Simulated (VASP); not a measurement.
MgS:

```xyz
2
Lattice="0.0139 2.8647 2.8061 2.7619 -0.0164 2.8363 2.7813 2.9143 -0.0358" Properties=species:S:1:pos:R:3 pbc="T T T"
S     1.3893    1.4407    1.4017
Mg    0.0000    0.0000    0.0000
```

This cell differs from its parent crystal: the cell strained at random.

* Program: VASP 6.6.1
* Task: relaxation of cell and atoms
* Functional: PBE
* Dispersion: D3(BJ)
* Potentials or basis: VASP PAW PBE potentials, release 64 (S, Mg)
* Cutoff: 600 eV
* k mesh: 6 × 6 × 6
* Occupations: gaussian, width 0.01 eV
* Spin: no spin polarisation

At the start: pressure -1.3 GPa; volume 22.74 Å³/atom.

Q: Where does the relaxation end?

A: Over 10 steps the energy falls by 6.3 meV/atom and the volume is 22.23 Å³/atom (-2.3 %); space group Imm2 (No. 44, to 0.1 Å) before, F-43m (No. 216, to 0.1 Å).

The path:
```tsv
step	energy change (eV)	largest force (eV/Å)	pressure (GPa)	volume (Å³)
1	0.0000	0.1563	-1.34	45.48
2	-0.0100	0.0385	0.24	44.24
3	-0.0101	0.0248	0.13	44.32
4	-0.0107	0.0306	0.04	44.39
5	-0.0116	0.0550	-0.21	44.59
6	-0.0121	0.0303	-0.13	44.54
7	-0.0124	0.0176	0.01	44.44
8	-0.0125	0.0128	0.02	44.43
9	-0.0125	0.0018	0.05	44.41
10	-0.0125	0.0027	-0.02	44.45
```

Final structure:
```
S Mg
1.0
    -0.00113    2.81047    2.81784
     2.81121    0.00096    2.81583
     2.80930    2.80767    0.00260
S Mg
1 1
Direct
  0.25028 0.24994 0.24969
  0.99972 0.00006 0.00031
```

Caveat: the cell differs from its parent crystal (the cell strained at random).
